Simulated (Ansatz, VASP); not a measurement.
**SnO2 in VASP and in Ansatz**

```xyz
12
Lattice="4.7035 0.0000 0.0000 0.0000 5.6952 0.0000 0.0000 0.0000 5.2043" Properties=species:S:1:pos:R:3 pbc="T T T"
Sn    2.3517    3.8005    3.9032
Sn    0.0000    4.7423    1.3011
Sn    2.3517    1.8947    1.3011
Sn    0.0000    0.9529    3.9032
O     3.4383    3.4451    0.4040
O     1.0866    5.0977    4.8003
O     3.6169    5.0977    3.0062
O     1.2651    3.4451    2.1982
O     3.4383    2.2501    3.0062
O     1.0866    0.5975    2.1982
O     3.6169    0.5975    0.4040
O     1.2651    2.2501    4.8003
```

Alike in both runs: functional LDA; k mesh 6 × 6 × 6; occupations gaussian, width 0.02 eV; no spin polarisation.

Ansatz relaxed the structure, and its values are those at the end. VASP's run is a single point on that final structure, the one shown.

|  | VASP | Ansatz |
| --- | --- | --- |
| version | VASP 6.6.1 | Ansatz 0.2.0 |
| potentials or method | VASP PAW LDA potentials, release 64 (Sn_d, O), cutoff 520 eV | scalar-relativistic, plane waves, PAW |
| valence electrons in the cell | 104 | 104 |

|  | VASP | Ansatz | Ansatz less VASP |
| --- | --- | --- | --- |
| gap on the k mesh at the Fermi level (eV) | 1.54 | 1.50 | -0.034 |
| least direct gap on the mesh (eV) | 1.54 | 1.50 | -0.034 |
| pressure (GPa) | 1.1 | 0.0 | -1.09 |
| rms of the force components (eV/Å) | 0.010 | 0.001 | -0.0096 |

LDA's correlation is that of Perdew and Zunger in VASP and of Perdew and Wang (1992) in Ansatz.
